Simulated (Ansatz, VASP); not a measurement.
## One calculation of TaS2, two programs

```
Ta S
1.0
     3.35000    0.00000    0.00000
    -1.67500    2.90119    0.00000
     0.00000    0.00000    5.86000
Ta S
1 2
Direct
  0.00000 0.00000 0.00000
  0.33333 0.66667 0.25000
  0.66667 0.33333 0.75000
```

Alike in both runs: task single point; functional LDA; k mesh 9 × 9 × 5; occupations fermi-dirac, width 0.03 eV; no spin polarisation.

|  | VASP | Ansatz |
| --- | --- | --- |
| version | VASP 6.6.1 | Ansatz 0.2.0 |
| potentials or method | VASP PAW LDA potentials, release 64 (Ta_pv, S), cutoff 500 eV | all-electron LAPW, scalar-relativistic |

|  | VASP | Ansatz | Ansatz less VASP |
| --- | --- | --- | --- |
| pressure (GPa) | 1.7 | 1.4 | -0.34 |
| traceless stress, the component that is largest in VASP (GPa) | 3.44 | 3.39 | -0.050 |
| rms of the force components (eV/Å) | 0.391 | 0.365 | -0.0256 |

LDA's correlation is that of Perdew and Zunger in VASP and of Perdew and Wang (1992) in Ansatz. Atom by atom the forces differ by 0.026 eV/Å (rms over components). Ansatz ran all-electron here, and VASP with PAW potentials.

Neither program's run includes spin-orbit coupling.
